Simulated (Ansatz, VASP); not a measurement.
# WS2 in VASP and in Ansatz

```xyz
6
Lattice="3.0600 0.0000 0.0000 -1.5300 2.6500 0.0000 0.0000 0.0000 12.3485" Properties=species:S:1:pos:R:3 pbc="T T T"
W     0.0000    1.7667    3.0871
W     1.5300    0.8833    9.2614
S     0.0000    1.7667    7.5748
S     1.5300    0.8833    1.4006
S     0.0000    1.7667   10.9480
S     1.5300    0.8833    4.7737
```

Alike in both runs: task single point; functional PBEsol; k mesh 12 × 12 × 2; occupations gaussian, width 0.05 eV; no spin polarisation.

|  | VASP | Ansatz |
| --- | --- | --- |
| version | VASP 6.6.1 | Ansatz 0.2.0 |
| potentials or method | VASP PAW PBE potentials, release 64 (W_sv, S), cutoff 520 eV | scalar-relativistic, plane waves, PAW |
| valence electrons in the cell | 52 | 52 |

|  | VASP | Ansatz | Ansatz less VASP |
| --- | --- | --- | --- |
| gap on the k mesh at the Fermi level (eV) | 0.87 | 0.86 | -0.007 |
| least direct gap on the mesh (eV) | 1.69 | 1.69 | -0.002 |
| pressure (GPa) | -2.7 | -2.8 | -0.13 |
| traceless stress, the component that is largest in VASP (GPa) | -12.63 | -12.65 | -0.016 |
| rms of the force components (eV/Å) | 0.785 | 0.792 | +0.0071 |

VASP's potentials were made for PBE, not for PBEsol, and Ansatz warns of the same on its side. Atom by atom the forces differ by 0.007 eV/Å (rms over components).

Spin-orbit coupling is off throughout.
